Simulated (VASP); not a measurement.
Here is a VASP 6.6.1 calculation.

The input INCAR:

```
PREC     = Accurate       # precision mode
ENCUT    = 600            # plane-wave cutoff, eV
EDIFF    = 1E-6           # SCF threshold, eV
ISMEAR   = 0              # smearing method
SIGMA    = 0.2            # smearing width, eV
LREAL    = F              # projectors in reciprocal space
LASPH    = T              # aspherical terms in the spheres
NELM     = 120            # most SCF steps
ALGO     = Normal         # electronic algorithm
ISIF     = 2              # what is computed and relaxed
LWAVE    = F              # write WAVECAR
LCHARG   = F              # write CHGCAR
GGA      = PE             # functional
NBANDS   = 14             # bands
GGA_COMPAT= F
```

File KPOINTS:

```
regular mesh
0
Gamma
  5 5 5
```

POSCAR

```
BeTe2
1.0
    5.2654784954      0.0000000000      0.0000000000
   -2.6327392477      4.5600381401      0.0000000000
    0.0000000000      0.0000000000      3.2415516200
Be Te
1 2
Direct
    0.0000000000      0.0000000000      0.5000000000
    0.3333333333      0.6666666667      0.0000000000
    0.6666666667      0.3333333333      0.0000000000
```

Potentials or basis: VASP PAW PBE potentials, release 64 (Be, Te).

Launch:

```sh
$ cat potpaw_PBE.64/Be/POTCAR potpaw_PBE.64/Te/POTCAR > POTCAR
$ mpirun -np 1 vasp_std > vasp.out
```

Q: What does it give for the pressure?

A: -0.1 GPa.

Q: What does it give for the band gap on the k mesh?

A: Zero (band 7 reaches 7.90 eV, above the bottom of band 8 at 5.03 eV).

Stress tensor (GPa, compression positive):
```
 0.22  0.00  0.00
 0.00  0.22  0.00
 0.00  0.00 -0.80
```

Caveat: the k points lie up to 0.39 Å⁻¹ apart; spin-orbit coupling is left out, which moves the levels of the heavy elements.
